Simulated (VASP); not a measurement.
# ZnS (R3m) in VASP: notebook

Runs on ZnS. Level: r2SCAN. Tasks: single point.

All numbers are computed with VASP 6.6.1; they aren't measurements. Logs are shortened: lines on timing, memory, paths and dates and some standing lists are left out, and cuts for length are marked.

### Step 1. The cell of the first run

The structure is trigonal, space group R3m (No. 160). Conventional cell: a = 3.850 Å, b = 3.850 Å, c = 9.221 Å, α = 90.00°, β = 90.00°, γ = 120.00°. S (site symmetry 3m) has 4 Zn at 2.31 to 2.35 Å within 3.0 Å. Within 3.0 Å of Zn (site symmetry 3m) lie 4 S at 2.31 to 2.35 Å.

### Step 2. Single point, r2SCAN

Input file POSCAR:

```
ZnS
1.0
    3.8496382918      0.0000000000      0.0000000000
   -1.9248191459      3.3338845560      0.0000000000
    1.9248191459      1.1112948520      3.0735499698
S Zn
1 1
Direct
    0.0000000000      0.5000000000      0.5000000000
    0.5000000000      0.2500000000      0.2500000000
```

Input file INCAR.step1:

```
SYSTEM = ZnS
PREC = Accurate ; ENCUT = 520
ISMEAR = 0 ; SIGMA = 0.02
LREAL = .FALSE. ; LASPH = .TRUE.
NELM = 80 ; NBANDS = 16
GGA = PE ; ALGO = Normal
EDIFF = 1E-4 ; LWAVE = .TRUE.
LCHARG = .FALSE.
```

Input file INCAR.step2:

```
SYSTEM = ZnS
PREC = Accurate ; ENCUT = 520
EDIFF = 1E-6 ; ISMEAR = 0
SIGMA = 0.02 ; LREAL = .FALSE.
LASPH = .TRUE. ; NELM = 80
ALGO = Normal ; ISIF = 2
LWAVE = .FALSE. ; LCHARG = .TRUE.
METAGGA = R2SCAN ; LMIXTAU = .TRUE.
LELF = .TRUE. ; LVHAR = .TRUE.
NBANDS = 16 ; ISTART = 1
```

Input file KPOINTS:

```
Automatic mesh
0
G
  9 9 9
  0 0 0
```

Potentials or basis: VASP PAW PBE potentials, release 64 (S, Zn).

On the command line:

```console
> cat potpaw_PBE.64/S/POTCAR potpaw_PBE.64/Zn/POTCAR > POTCAR
> cp INCAR.step1 INCAR
> mpirun -np 1 vasp_std > vasp.out
> cp INCAR.step2 INCAR
> mpirun -np 1 vasp_std > vasp.out
```

OUTCAR:

```text
SYSTEM = ZnS
   PREC = Accurate
   ENCUT = 520
   EDIFF = 1E-6
   ISMEAR = 0
   LREAL = .FALSE.
   LASPH = .TRUE.
   NELM = 80
   ISIF = 2
   METAGGA = R2SCAN
   ISTART = 1

 ion  position               nearest neighbor table
   1  0.000  0.500  0.500-   2 2.31   2 2.35   2 2.35   2 2.35
   2  0.500  0.250  0.250-   1 2.31   1 2.35   1 2.35   1 2.35

  LATTYP: Found a trigonal (rhomboedric) cell.
 ALAT       =     3.7929690757
 COS(alpha) =     0.4849477940

  Lattice vectors:

 A1 = (  -1.9248191459,   1.1112948520,   3.0735499698)
 A2 = (  -0.0000000000,  -2.2225897040,   3.0735499698)
 A3 = (   1.9248191459,   1.1112948520,   3.0735499698)

Analysis of symmetry for initial positions (statically):
=====================================================================
 Subroutine PRICEL returns:
 Original cell was already a primitive cell.

 Routine SETGRP: Setting up the symmetry group for a
 trigonal (rhombohedral) supercell.

 Subroutine GETGRP returns: Found  6 space group operations
 (whereof  6 operations were pure point group operations)
 out of a pool of 12 trial point group operations.

The static configuration has the point symmetry C_3v.

Analysis of symmetry for dynamics (positions and initial velocities):
=====================================================================
 Subroutine PRICEL returns:
 Original cell was already a primitive cell.

 Routine SETGRP: Setting up the symmetry group for a
 trigonal (rhombohedral) supercell.

 Subroutine GETGRP returns: Found  6 space group operations
 (whereof  6 operations were pure point group operations)
 out of a pool of 12 trial point group operations.

The dynamic configuration has the point symmetry C_3v.

 Subroutine INISYM returns: Found  6 space group operations
 (whereof  6 operations are pure point group operations),
 and found     1 'primitive' translations

----------------------------------------------------------------------------------------

                                     Primitive cell

  volume of cell :      39.4467

  direct lattice vectors                    reciprocal lattice vectors
     3.849638292  0.000000000  0.000000000     0.259764665  0.149975199 -0.216904450
    -1.924819146  3.333884556  0.000000000     0.000000000  0.299950398 -0.108452225
     1.924819146  1.111294852  3.073549970     0.000000000  0.000000000  0.325356675

  length of vectors
     3.849638292  3.849638292  3.792969076     0.370159131  0.318954741  0.325356675

  position of ions in fractional coordinates (direct lattice)
     0.000000000  0.500000000  0.500000000
     0.500000000  0.250000000  0.250000000

  ion indices of the primitive-cell ions
   primitive index   ion index
                 1           1
                 2           2

----------------------------------------------------------------------------------------

 KPOINTS: Automatic mesh

Automatic generation of k-mesh.
 Grid dimensions read from file:
 generate k-points for:    9    9    9

 Generating k-lattice:

  Cartesian coordinates                     Fractional coordinates (reciprocal lattice)
     0.028862741  0.016663911 -0.024100494     0.111111111  0.000000000  0.000000000
     0.000000000  0.033327822 -0.012050247     0.000000000  0.111111111  0.000000000
     0.000000000  0.000000000  0.036150742     0.000000000  0.000000000  0.111111111

  Length of vectors
     0.041128792  0.035439416  0.036150742

  Shift w.r.t. Gamma in fractional coordinates (k-lattice)
     0.000000000  0.000000000  0.000000000

 Subroutine IBZKPT returns following result:
 ===========================================

 Found     85 irreducible k-points:

 Following reciprocal coordinates:
            Coordinates               Weight
  0.000000  0.000000  0.000000      1.000000
  0.111111  0.000000 -0.000000      6.000000
  0.222222  0.000000  0.000000      6.000000
  0.333333  0.000000  0.000000      6.000000
  0.444444  0.000000  0.000000      6.000000
  0.000000  0.111111 -0.000000      6.000000
[... 16 lines left out ...]
  0.222222  0.444444  0.000000     12.000000
 -0.333333  0.444444  0.000000     12.000000
 [... further k-points ...]
   k-points           NKPTS =     85   k-points in BZ     NKDIM =     85   number of bands    NBANDS=     16
   number of dos      NEDOS =    301   number of ions     NIONS =      2
   total plane-waves  NPLWV =  25200
   dimension x,y,z NGX =    30 NGY =   30 NGZ =   28
   dimension x,y,z NGXF=    60 NGYF=   60 NGZF=   56
   ions per type =               1   1
   NGX,Y,Z   is equivalent  to a cutoff of  12.96, 12.96, 12.27 a.u.
   NGXF,Y,Z  is equivalent  to a cutoff of  25.91, 25.91, 24.54 a.u.
 SYSTEM =  ZnS
   PREC   = accura    normal or accurate (medium, high low for compatibility)
   ISTART =      1    job   : 0-new  1-cont  2-samecut
   ICHARG =      0    charge: 1-file 2-atom 10-const
   ISPIN  =      1    spin polarized calculation?
   LNONCOLLINEAR =      F non collinear calculations
   LSORBIT =      F    spin-orbit coupling
   LASPH  =      T    aspherical Exc in radial PAW
   ENCUT  =  520.0 eV  38.22 Ry    6.18 a.u.   7.16  7.16  7.05*2*pi/ulx,y,z
   NELM   =     80;   NELMIN=  2; NELMDL=  0     # of ELM steps
   EDIFF  = 0.1E-05   stopping-criterion for ELM
   LREAL  =      F    real-space projection
   EDIFFG = 0.1E-04   stopping-criterion for IOM
   NSW    =      0    number of steps for IOM
   IBRION =     -1    ionic relax: 0-MD 1-quasi-New 2-CG
   NFREE  =      0    steps in history (QN), initial steepest desc. (CG)
   ISIF   =      2    stress and relaxation
   ISYM   =      2    0-nonsym 1-usesym 2-fastsym
   POTIM  = 0.5000    time-step for ionic-motion
   TEBEG  =    0.0;   TEEND  =   0.0 temperature during run
   PSTRESS=    0.0 pullay stress
   NELECT =      18.0000    total number of electrons
   NUPDOWN=      -1.0000    fix difference up-down
   EMIN   =  10.00;   EMAX   =-10.00  energy-range for DOS
   EFERMI =   0.00;   METHOD = LEGACY
   ISMEAR =     0;   SIGMA  =   0.02  broadening in eV -4-tet -1-fermi 0-gaus
   EFERMI_NEDOS =   21; number of points for ismear=-14 and -15
   IALGO  =     38    algorithm
   IMIX   =      4    mixing-type and parameters
     AMIX     =   0.40;   BMIX     =  1.00
     AMIX_MAG =   1.60;   BMIX_MAG =  1.00
  volume/ion in A,a.u.               =      19.72       133.10
  Fermi-wavevector in a.u.,A,eV,Ry     =   1.260362  2.381739 21.613034  1.588513
  Thomas-Fermi vector in A             =   2.393876
   LORBIT       =      0    0 simple, 1 ext, 2 COOP (PROOUT), +10 PAW based schemes
   METAGGA = R2SCAN    functional components
   LHFCALC =     F    Hartree Fock is set to
   AEXX    =    0.0000 exact exchange contribution
   IVDW    =     0    specifies the selected vdW correction
   LEPSILON=     F    determine dielectric tensor
   LRPA    =     F    only Hartree local field effects (RPA)
 non-spin polarized calculation
 Gauss-broadening in eV      SIGMA  =   0.02
  energy-cutoff  :      520.00
  volume of cell :       39.45
 maximum number of plane-waves:      1076
 NGX is ok and might be reduce to    30
   NGX = 15   NGY = 15   NGZ = 15

 number of electron      18.0000010 magnetization

 Free energy of the ion-electron system (eV)
  ---------------------------------------------------
  ext. energy  EPLUGINS =         0.00000000
  ---------------------------------------------------
  free energy    TOTEN  =       -18.86032247 eV

  energy without entropy =      -18.86032247  energy(sigma->0) =      -18.86032247

 E-fermi :   2.0597     XC(G=0): -10.2846

 val. band max:        1.8841064295   @ k =   0.0000   0.0000   0.0000
 cond. band min:       4.5004956301   @ k =   0.0000   0.0000   0.0000
 fundamental gap:      2.6163892006
 Fermi energy:         2.0597211438

 k-point     1 :       0.0000    0.0000    0.0000
  band No.  band energies     occupation
      1     -11.8453      2.00000
      2      -4.6818      2.00000
      3      -4.6630      2.00000
      4      -4.6629      2.00000
      5      -4.1228      2.00000
      6      -4.1223      2.00000
[... 8 lines left out ...]
     15      14.1415      0.00000
     16      14.3748      0.00000

 k-point     2 :       0.1111    0.0000   -0.0000
  band No.  band energies     occupation
      1     -11.7186      2.00000
      2      -4.6858      2.00000
      3      -4.6411      2.00000
      4      -4.6296      2.00000
      5      -4.1363      2.00000
      6      -4.1132      2.00000
[... 8 lines left out ...]
     15      14.3076      0.00000
     16      15.4637      0.00000

 k-point     3 :       0.2222    0.0000    0.0000
  band No.  band energies     occupation
      1     -11.3766      2.00000
      2      -4.7068      2.00000
      3      -4.5531      2.00000
      4      -4.5355      2.00000
      5      -4.1608      2.00000
      6      -4.0903      2.00000
[... 8 lines left out ...]
     15      14.7867      0.00000
     16      17.8014      0.00000

 k-point     4 :       0.3333    0.0000    0.0000
  band No.  band energies     occupation
      1     -10.9428      2.00000
      2      -4.6993      2.00000
      3      -4.4323      2.00000
      4      -4.4069      2.00000
      5      -4.1341      2.00000
      6      -4.0642      2.00000
[... 8 lines left out ...]
     15      15.4820      0.00000
     16      19.6452      0.00000
[... 324 lines left out ...]
 k-point    22 :       0.1111    0.4444    0.0000
  band No.  band energies     occupation
      1     -10.8735      2.00000
      2      -4.5464      2.00000
      3      -4.5271      2.00000
      4      -4.1432      2.00000
      5      -4.0978      2.00000
      6      -3.9268      2.00000
[... 8 lines left out ...]
     15      15.2665      0.00000
     16      16.0331      0.00000

 k-point    23 :       0.2222    0.4444    0.0000
  band No.  band energies     occupation
      1     -10.8360      2.00000
      2      -4.5392      2.00000
      3      -4.4893      2.00000
      4      -4.2242      2.00000
      5      -4.1214      2.00000
      6      -4.0339      2.00000
[... 8 lines left out ...]
     15      14.6960      0.00000
     16      17.3891      0.00000

 k-point    24 :      -0.3333    0.4444    0.0000
  band No.  band energies     occupation
      1     -11.0348      2.00000
      2      -4.5582      2.00000
      3      -4.5442      2.00000
      4      -4.3756      2.00000
      5      -4.1207      2.00000
      6      -4.0835      2.00000
[... 8 lines left out ...]
     15      15.0554      0.00000
     16      15.8478      0.00000

 [... further k-points ...]

------------------------ aborting loop because EDIFF is reached ----------------------------------------

  FORCE on cell =-STRESS in cart. coord.  units (eV):
  Direction    XX          YY          ZZ          XY          YZ          ZX
  --------------------------------------------------------------------------------------
  -------------------------------------------------------------------------------------
  Total       -0.3949692     -0.3949692      0.4030670      0.0000000      0.0000000      0.0000000
  in kB      -16.0421687    -16.0421687     16.3710697      0.0000000      0.0000000      0.0000000
  external PRESSURE =      -5.2377559 kB  Pullay stress =       0.0000000 kB

 VOLUME and BASIS-vectors are now :
 -----------------------------------------------------------------------------
  energy-cutoff  :      520.00
  volume of cell :       39.45
      direct lattice vectors                 reciprocal lattice vectors
     3.849638292  0.000000000  0.000000000     0.259764665  0.149975199 -0.216904450
    -1.924819146  3.333884556  0.000000000     0.000000000  0.299950398 -0.108452225
     1.924819146  1.111294852  3.073549970     0.000000000  0.000000000  0.325356675

 POSITION                                       TOTAL-FORCE (eV/Angst)
 -----------------------------------------------------------------------------------
      0.00000      2.22259      1.53677         0.000000     -0.000000     -0.153001
      1.92482      1.11129      0.76839        -0.000000      0.000000      0.153001
 -----------------------------------------------------------------------------------
    total drift:                                0.002013      0.001181     -0.005249

  FREE ENERGIE OF THE ION-ELECTRON SYSTEM (eV)
  ---------------------------------------------------
  free  energy   TOTEN  =       -18.8603224710 eV

  energy  without entropy=      -18.8603224710  energy(sigma->0) =      -18.86032247
```

Wall time 6.6 min (1 thread of AMD EPYC 7R13, shared host); peak memory 0.17 GiB.

What came out:

| Property | Result |
| --- | --- |
| Free energy | -18.8603 eV |
| Pressure | -0.5 GPa |
| Largest force | 0.153 eV/Å |
| Band gap on the k mesh | 2.62 eV |

Forces on the atoms (eV/Å):
```
S    0.000  0.000 -0.153
Zn   0.000  0.000  0.153
```

Caveat: the PAW data sets were made with another functional, which shifts forces and pressure a little.

### Step 3. Single point, r2SCAN

This run uses another cell than the first one, of 19.84 Å³/atom.

Input file POSCAR:

```
ZnS
1.0
    3.8496382918      0.0000000000      0.0000000000
   -1.9248191459      3.3338845560      0.0000000000
    1.9248191459      1.1112948520      3.0918430272
S Zn
1 1
Direct
    0.0019140958      0.5009570479      0.4971288563
    0.4980859042      0.2490429521      0.2528711437
```

Input file INCAR.step1:

```
  ALGO = Normal
  EDIFF = 1E-4
  ENCUT = 520
  GGA = PE
  ISMEAR = 0
  LASPH = T
  LCHARG = F
  LREAL = F
  LWAVE = T
  NBANDS = 16
  NELM = 100
  PREC = Accurate
  SIGMA = 0.02
```

Input file INCAR.step2:

```
  ALGO = Normal
  EDIFF = 1E-6
  ENCUT = 520
  ISIF = 2
  ISMEAR = 0
  ISTART = 1
  LASPH = T
  LCHARG = F
  LMIXTAU = T
  LREAL = F
  LWAVE = F
  METAGGA = R2SCAN
  NBANDS = 16
  NELM = 100
  PREC = Accurate
  SIGMA = 0.02
```

Input file KPOINTS:

```
k-points
0
Gamma
  9 9 9
```

Potentials or basis: VASP PAW PBE potentials, release 64 (S, Zn).

On the command line:

```console
> cat potpaw_PBE.64/S/POTCAR potpaw_PBE.64/Zn/POTCAR > POTCAR
> cp INCAR.step1 INCAR
> mpirun -np 1 vasp_std > vasp.out
> cp INCAR.step2 INCAR
> mpirun -np 1 vasp_std > vasp.out
```

Wall time 6 min (1 thread of AMD EPYC 7R13, shared host); peak memory 0.17 GiB.

It converged, with:

```
Free energy            : -18.8627 eV
Pressure               : -1.0 GPa
Band gap on the k mesh : 2.59 eV
```

Stress tensor (GPa, compression positive):
```
-1.58  0.00  0.00
 0.00 -1.58  0.00
 0.00  0.00  0.03
```

Levels at points of the mesh, in eV from the valence-band top:
```tsv
k point	band 6	band 7	band 8	band 9	band 10	band 11	band 12	band 13
(0.00, 0.00, 0.00)	-5.99	-0.08	-0.08	0.00	2.59	6.78	6.78	7.01
```

Caveat: the PAW data sets were made with another functional, which shifts forces and pressure a little.
